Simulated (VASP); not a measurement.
# InP (F-43m) in VASP: relaxation of cell and atoms with r2SCAN

Aim: the relaxation of cell and atoms of InP with r2SCAN.

All numbers are computed with VASP 6.6.1; they aren't measurements. Logs are shortened: lines on timing, memory, paths and dates and some standing lists are left out, and cuts for length are marked.

## 1. The cell of the first run

The structure is cubic, space group F-43m (No. 216). The conventional cell has a = 5.861 Å, b = 5.861 Å, c = 5.861 Å, α = 90.00°, β = 90.00°, γ = 90.00°. Within 3.3 Å of In (site symmetry -43m) lie 4 P at 2.54 Å. Within 3.3 Å of P (site symmetry -43m) lie 4 In at 2.54 Å.

## 2. Relaxation of cell and atoms, r2SCAN

POSCAR

```
InP
1.0
    0.0000000000      2.9305000000      2.9305000000
    2.9305000000      0.0000000000      2.9305000000
    2.9305000000      2.9305000000      0.0000000000
In P
1 1
Direct
    0.0000000000      0.0000000000      0.0000000000
    0.7500000000      0.7500000000      0.7500000000
```

INCAR.step1

```
SYSTEM = InP
PREC = Accurate
ENCUT = 550
ISMEAR = -1
SIGMA = 0.1
LREAL = .FALSE.
LASPH = .TRUE.
NELM = 120
GGA = PE
ALGO = Normal
EDIFF = 1E-5
LWAVE = .TRUE.
LCHARG = .FALSE.
GGA_COMPAT = .FALSE.
IBRION = 2
ISIF = 3
EDIFFG = -0.005
NELMIN = 4
NSW = 100
```

INCAR.step2

```
SYSTEM = InP
PREC = Accurate
ENCUT = 550
EDIFF = 1E-7
ISMEAR = -1
SIGMA = 0.1
LREAL = .FALSE.
LASPH = .TRUE.
NELM = 120
ALGO = Normal
ISIF = 3
LWAVE = .FALSE.
LCHARG = .FALSE.
METAGGA = R2SCAN
LMIXTAU = .TRUE.
IBRION = 2
NSW = 100
EDIFFG = -0.002
ISTART = 1
GGA_COMPAT = .FALSE.
NELMIN = 4
```

KPOINTS

```
Automatic mesh
0
G
  12 12 12
  0 0 0
```

Potentials or basis: VASP PAW PBE potentials, release 64 (In_d, P).

The run is started by

```bash
$ cat potpaw_PBE.64/In_d/POTCAR potpaw_PBE.64/P/POTCAR > POTCAR
$ cp INCAR.step1 INCAR
$ mpirun -np 1 vasp_std > vasp.out
$ cp INCAR.step2 INCAR
$ mpirun -np 1 vasp_std > vasp.out
```

OUTCAR:

```text
SYSTEM = InP
   PREC = Accurate
   ENCUT = 550
   EDIFF = 1E-7
   ISMEAR = -1
   LREAL = .FALSE.
   LASPH = .TRUE.
   NELM = 120
   ISIF = 3
   METAGGA = R2SCAN
   IBRION = 2
   NSW = 100
   EDIFFG = -0.002
   ISTART = 1
   NELMIN = 4

 ion  position               nearest neighbor table
   1  0.000  0.000  0.000-   2 2.54   2 2.54   2 2.54   2 2.54
   2  0.750  0.750  0.750-   1 2.54   1 2.54   1 2.54   1 2.54

  LATTYP: Found a face centered cubic cell.
 ALAT       =     5.8610000000

  Lattice vectors:

 A1 = (   0.0000000000,   2.9305000000,   2.9305000000)
 A2 = (   2.9305000000,   0.0000000000,   2.9305000000)
 A3 = (   2.9305000000,   2.9305000000,   0.0000000000)

Analysis of symmetry for initial positions (statically):
=====================================================================
 Subroutine PRICEL returns:
 Original cell was already a primitive cell.

 Routine SETGRP: Setting up the symmetry group for a
 face centered cubic supercell.

 Subroutine GETGRP returns: Found 24 space group operations
 (whereof 24 operations were pure point group operations)
 out of a pool of 48 trial point group operations.

The static configuration has the point symmetry T_d .

Analysis of symmetry for dynamics (positions and initial velocities):
=====================================================================
 Subroutine PRICEL returns:
 Original cell was already a primitive cell.

 Routine SETGRP: Setting up the symmetry group for a
 face centered cubic supercell.

 Subroutine GETGRP returns: Found 24 space group operations
 (whereof 24 operations were pure point group operations)
 out of a pool of 48 trial point group operations.

The dynamic configuration has the point symmetry T_d .

 Subroutine INISYM returns: Found 24 space group operations
 (whereof 24 operations are pure point group operations),
 and found     1 'primitive' translations

----------------------------------------------------------------------------------------

                                     Primitive cell

  volume of cell :      50.3333

  direct lattice vectors                    reciprocal lattice vectors
     0.000000000  2.930500000  2.930500000    -0.170619348  0.170619348  0.170619348
     2.930500000  0.000000000  2.930500000     0.170619348 -0.170619348  0.170619348
     2.930500000  2.930500000  0.000000000     0.170619348  0.170619348 -0.170619348

  length of vectors
     4.144352845  4.144352845  4.144352845     0.295521380  0.295521380  0.295521380

  position of ions in fractional coordinates (direct lattice)
     0.000000000  0.000000000  0.000000000
     0.750000000  0.750000000  0.750000000

  ion indices of the primitive-cell ions
   primitive index   ion index
                 1           1
                 2           2

----------------------------------------------------------------------------------------

 KPOINTS: Automatic mesh

Automatic generation of k-mesh.
 Grid dimensions read from file:
 generate k-points for:   12   12   12

 Generating k-lattice:

  Cartesian coordinates                     Fractional coordinates (reciprocal lattice)
    -0.014218279  0.014218279  0.014218279     0.083333333  0.000000000  0.000000000
     0.014218279 -0.014218279  0.014218279     0.000000000  0.083333333  0.000000000
     0.014218279  0.014218279 -0.014218279     0.000000000  0.000000000  0.083333333

  Length of vectors
     0.024626782  0.024626782  0.024626782

  Shift w.r.t. Gamma in fractional coordinates (k-lattice)
     0.000000000  0.000000000  0.000000000

 Subroutine IBZKPT returns following result:
 ===========================================

 Found     72 irreducible k-points:

 Following reciprocal coordinates:
            Coordinates               Weight
  0.000000  0.000000  0.000000      1.000000
  0.083333  0.000000  0.000000      8.000000
  0.166667  0.000000  0.000000      8.000000
  0.250000  0.000000  0.000000      8.000000
  0.333333  0.000000  0.000000      8.000000
  0.416667  0.000000  0.000000      8.000000
[... 16 lines left out ...]
  0.500000  0.166667  0.000000     24.000000
 -0.416667  0.166667  0.000000     24.000000
 [... further k-points ...]
   k-points           NKPTS =     72   k-points in BZ     NKDIM =     72   number of bands    NBANDS=     13
   number of dos      NEDOS =    301   number of ions     NIONS =      2
   total plane-waves  NPLWV =  32768
   dimension x,y,z NGX =    32 NGY =   32 NGZ =   32
   dimension x,y,z NGXF=    64 NGYF=   64 NGZF=   64
   ions per type =               1   1
   NGX,Y,Z   is equivalent  to a cutoff of  12.84, 12.84, 12.84 a.u.
   NGXF,Y,Z  is equivalent  to a cutoff of  25.67, 25.67, 25.67 a.u.
 SYSTEM =  InP
   PREC   = accura    normal or accurate (medium, high low for compatibility)
   ISTART =      1    job   : 0-new  1-cont  2-samecut
   ICHARG =      0    charge: 1-file 2-atom 10-const
   ISPIN  =      1    spin polarized calculation?
   LNONCOLLINEAR =      F non collinear calculations
   LSORBIT =      F    spin-orbit coupling
   LASPH  =      T    aspherical Exc in radial PAW
   ENCUT  =  550.0 eV  40.42 Ry    6.36 a.u.   7.92  7.92  7.92*2*pi/ulx,y,z
   NELM   =    120;   NELMIN=  4; NELMDL=  0     # of ELM steps
   EDIFF  = 0.1E-06   stopping-criterion for ELM
   LREAL  =      F    real-space projection
   EDIFFG = -.2E-02   stopping-criterion for IOM
   NSW    =    100    number of steps for IOM
   IBRION =      2    ionic relax: 0-MD 1-quasi-New 2-CG
   NFREE  =      1    steps in history (QN), initial steepest desc. (CG)
   ISIF   =      3    stress and relaxation
   ISYM   =      2    0-nonsym 1-usesym 2-fastsym
   POTIM  = 0.5000    time-step for ionic-motion
   TEBEG  =    0.0;   TEEND  =   0.0 temperature during run
   PSTRESS=    0.0 pullay stress
   NELECT =      18.0000    total number of electrons
   NUPDOWN=      -1.0000    fix difference up-down
   EMIN   =  10.00;   EMAX   =-10.00  energy-range for DOS
   EFERMI =   0.00;   METHOD = LEGACY
   ISMEAR =    -1;   SIGMA  =   0.10  broadening in eV -4-tet -1-fermi 0-gaus
   EFERMI_NEDOS =   21; number of points for ismear=-14 and -15
   IALGO  =     38    algorithm
   IMIX   =      4    mixing-type and parameters
     AMIX     =   0.40;   BMIX     =  1.00
     AMIX_MAG =   1.60;   BMIX_MAG =  1.00
  volume/ion in A,a.u.               =      25.17       169.83
  Fermi-wavevector in a.u.,A,eV,Ry     =   1.162021  2.195901 18.371846  1.350293
  Thomas-Fermi vector in A             =   2.298587
   LORBIT       =      0    0 simple, 1 ext, 2 COOP (PROOUT), +10 PAW based schemes
   METAGGA = R2SCAN    functional components
   LHFCALC =     F    Hartree Fock is set to
   AEXX    =    0.0000 exact exchange contribution
   IVDW    =     0    specifies the selected vdW correction
   LEPSILON=     F    determine dielectric tensor
   LRPA    =     F    only Hartree local field effects (RPA)
 conjugate gradient relaxation of ions
 non-spin polarized calculation
  energy-cutoff  :      550.00
  volume of cell :       50.33
 maximum number of plane-waves:      1488
   NGX = 15   NGY = 15   NGZ = 15

--------------------------------------- Ionic step        1  -------------------------------------------

 number of electron      18.0000005 magnetization

 Free energy of the ion-electron system (eV)
  ---------------------------------------------------
  ext. energy  EPLUGINS =         0.00000000
  ---------------------------------------------------
  free energy    TOTEN  =       -32.29350522 eV

  energy without entropy =      -32.29348346  energy(sigma->0) =      -32.29349434

------------------------ aborting loop because EDIFF is reached ----------------------------------------

  FORCE on cell =-STRESS in cart. coord.  units (eV):
  Direction    XX          YY          ZZ          XY          YZ          ZX
  --------------------------------------------------------------------------------------
  -------------------------------------------------------------------------------------
  Total        0.4958868      0.4958868      0.4958868      0.0000000      0.0000000      0.0000000
  in kB       15.7847603     15.7847603     15.7847603      0.0000000      0.0000000      0.0000000
  external PRESSURE =      15.7847603 kB  Pullay stress =       0.0000000 kB

 VOLUME and BASIS-vectors are now :
 -----------------------------------------------------------------------------
  energy-cutoff  :      550.00
  volume of cell :       50.33
      direct lattice vectors                 reciprocal lattice vectors
     0.000000000  2.930500000  2.930500000    -0.170619348  0.170619348  0.170619348
     2.930500000  0.000000000  2.930500000     0.170619348 -0.170619348  0.170619348
     2.930500000  2.930500000  0.000000000     0.170619348  0.170619348 -0.170619348
[... 37 lines left out ...]
 POSITION                                       TOTAL-FORCE (eV/Angst)
 -----------------------------------------------------------------------------------
      2.96555      2.96555      5.93111        -0.000000     -0.000000     -0.000000
      4.44833      4.44833      4.44833         0.000000      0.000000      0.000000
 -----------------------------------------------------------------------------------
    total drift:                                0.000000      0.000000      0.000000

  FREE ENERGIE OF THE ION-ELECTRON SYSTEM (eV)
  ---------------------------------------------------
  free  energy   TOTEN  =       -32.2967630396 eV

  energy  without entropy=      -32.2967088621  energy(sigma->0) =      -32.29673595

--------------------------------------- Ionic step        3  -------------------------------------------

 number of electron      18.0000009 magnetization

 Free energy of the ion-electron system (eV)
  ---------------------------------------------------
  ext. energy  EPLUGINS =         0.00000000
  ---------------------------------------------------
  free energy    TOTEN  =       -32.29884902 eV

  energy without entropy =      -32.29881098  energy(sigma->0) =      -32.29883000

 E-fermi :   5.4404     XC(G=0):  -9.7800

 val. band max:        4.7737091185   @ k =   0.0000   0.0000   0.0000
 cond. band min:       5.8154818600   @ k =   0.0000   0.0000   0.0000
 fundamental gap:      1.0417727415
 Fermi energy:         5.4403890525

 k-point     1 :       0.0000    0.0000    0.0000
  band No.  band energies     occupation
      1      -9.8395      2.00000
      2      -9.8395      2.00000
      3      -9.8395      2.00000
      4      -9.6719      2.00000
      5      -9.6719      2.00000
      6      -7.0747      2.00000
      7       4.7737      1.99746
      8       4.7737      1.99746
      9       4.7737      1.99746
     10       5.8155      0.04591
     11       9.2147      0.00000
     12       9.2147      0.00000
     13       9.2147      0.00000

 k-point     2 :       0.0833    0.0000    0.0000
  band No.  band energies     occupation
      1      -9.8487      2.00000
      2      -9.8360      2.00000
      3      -9.8360      2.00000
      4      -9.6718      2.00000
      5      -9.6718      2.00000
      6      -6.9930      2.00000
      7       3.9148      2.00000
      8       4.6865      1.99894
      9       4.6865      1.99894
     10       6.4262      0.00010
     11       9.2430      0.00000
[... 339 lines left out ...]
 k-point    24 :      -0.4167    0.1667    0.0000
  band No.  band energies     occupation
      1      -9.9716      2.00000
      2      -9.7904      2.00000
      3      -9.7828      2.00000
      4      -9.6695      2.00000
      5      -9.6616      2.00000
      6      -5.1666      2.00000
      7      -0.8179      2.00000
      8       2.4500      2.00000
      9       3.5195      2.00000
     10       7.7029      0.00000
     11       9.5847      0.00000
     12      10.6808      0.00000
     13      12.2793      0.00000

 [... further k-points ...]
[... 5 lines left out ...]
  --------------------------------------------------------------------------------------
  -------------------------------------------------------------------------------------
  Total        0.0020644      0.0020644      0.0020644      0.0000000      0.0000000      0.0000000
  in kB        0.0642955      0.0642955      0.0642955      0.0000000      0.0000000      0.0000000
  external PRESSURE =       0.0642955 kB  Pullay stress =       0.0000000 kB

 VOLUME and BASIS-vectors are now :
 -----------------------------------------------------------------------------
  energy-cutoff  :      550.00
  volume of cell :       51.44
      direct lattice vectors                 reciprocal lattice vectors
     0.000000000  2.951869775  2.951869775    -0.169384166  0.169384166  0.169384166
     2.951869775  0.000000000  2.951869775     0.169384166 -0.169384166  0.169384166
     2.951869775  2.951869775  0.000000000     0.169384166  0.169384166 -0.169384166

 POSITION                                       TOTAL-FORCE (eV/Angst)
 -----------------------------------------------------------------------------------
      0.00000      0.00000      0.00000         0.000000      0.000000      0.000000
      4.42780      4.42780      4.42780        -0.000000     -0.000000     -0.000000
 -----------------------------------------------------------------------------------
    total drift:                                0.000000      0.000000      0.000000

  FREE ENERGIE OF THE ION-ELECTRON SYSTEM (eV)
  ---------------------------------------------------
  free  energy   TOTEN  =       -32.2988490237 eV

  energy  without entropy=      -32.2988109772  energy(sigma->0) =      -32.29883000

 reached required accuracy - stopping structural energy minimisation
```

Run time: 14 min. Hardware: 1 thread of Oxide Virtual Turin-like, shared host; peak memory 0.2 GiB.

Results:

| Property | Result |
| --- | --- |
| Free energy | -32.2988 eV |
| Relaxed volume | 25.72 Å³/atom |
| Relaxed cell | a = 4.175 Å, b = 4.175 Å, c = 4.175 Å, α = 60.00°, β = 60.00°, γ = 60.00° |
| Space group after relaxing (to 0.1 Å) | F-43m (No. 216) |
| Energy gained by relaxing | 2.7 meV/atom |
| Ionic steps | 3 |
| Pressure after relaxing | 0.0 GPa |
| Band gap on the k mesh | 1.04 eV |

Step by step:
| step | energy change (eV) | largest force (eV/Å) | pressure (GPa) | volume (Å³) |
| --- | --- | --- | --- | --- |
| 1 | 0.0000 | 0.0000 | 1.58 | 50.33 |
| 2 | -0.0033 | 0.0000 | -0.91 | 52.16 |
| 3 | -0.0053 | 0.0000 | 0.01 | 51.44 |

Final structure:
```
In P
1.0
     0.00000    2.95187    2.95187
     2.95187    0.00000    2.95187
     2.95187    2.95187    0.00000
In P
1 1
Direct
  0.00000 0.00000 0.00000
  0.75000 0.75000 0.75000
```

Caveat: the PAW data sets were made with another functional, which shifts forces and pressure a little; spin-orbit coupling is left out, which moves the levels of the heavy elements. Zero-point motion and thermal expansion aren't in these numbers.
